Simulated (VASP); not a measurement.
Set up this calculation in VASP 6.6.1, as the native input.

```
Task                   : single point
Functional             : PBEsol
Potentials or basis    : VASP PAW PBE potentials, release 64 (Al, Ni)
Cutoff                 : 520 eV
k mesh                 : 12 × 12 × 8
Occupations            : tetrahedron
Spin                   : no spin polarisation
Dipole correction      : no
Further INCAR settings : ALGO = Fast; EDIFF = 1e-06; NBANDS = 32
```

The structure of AlNi2 lies in POSCAR:

```
AlNi2
1.0
    3.9740030242      0.0000000000      0.0000000000
   -1.9870015121      3.4415875737      0.0000000000
    0.0000000000      0.0000000000      4.9042588200
Al Ni
2 4
Direct
    0.3333333333      0.6666666667      0.1898740600
    0.6666666667      0.3333333333      0.8101259400
    0.3333333333      0.6666666667      0.6851100400
    0.6666666667      0.3333333333      0.3148899600
    0.0000000000      0.0000000000      0.5000000000
    0.0000000000      0.0000000000      0.0000000000
```

These files were run (other wordings do the same):

INCAR

```
PREC = Accurate
ENCUT = 520
EDIFF = 1E-6
ISMEAR = -5
SIGMA = 0.1
LREAL = False
LASPH = True
NELM = 60
ALGO = Fast
ISIF = 2
LWAVE = False
LCHARG = False
GGA = PS
NBANDS = 32
```

KPOINTS

```
regular mesh
0
Gamma
  12 12 8
```

Potentials or basis: VASP PAW PBE potentials, release 64 (Al, Ni).

Run with:

```bash
$ cat potpaw_PBE.64/Al/POTCAR potpaw_PBE.64/Ni/POTCAR > POTCAR
$ mpirun -np 1 vasp_std > vasp.out
```

Results of the run:

```yaml
Pressure: 0.2 GPa
Largest_force: 0.066 eV/Å
Band_gap_on_the_k_mesh: zero (bands 23 and 24 overlap by 4.23 eV)
```

Caveat: the PAW data sets were made with another functional, which shifts forces and pressure a little; tetrahedron occupations give inexact forces and stress in metals.

Wall time 9.3 min on 1 thread of Intel Xeon 8259CL, on a shared host, peak memory 0.35 GiB.
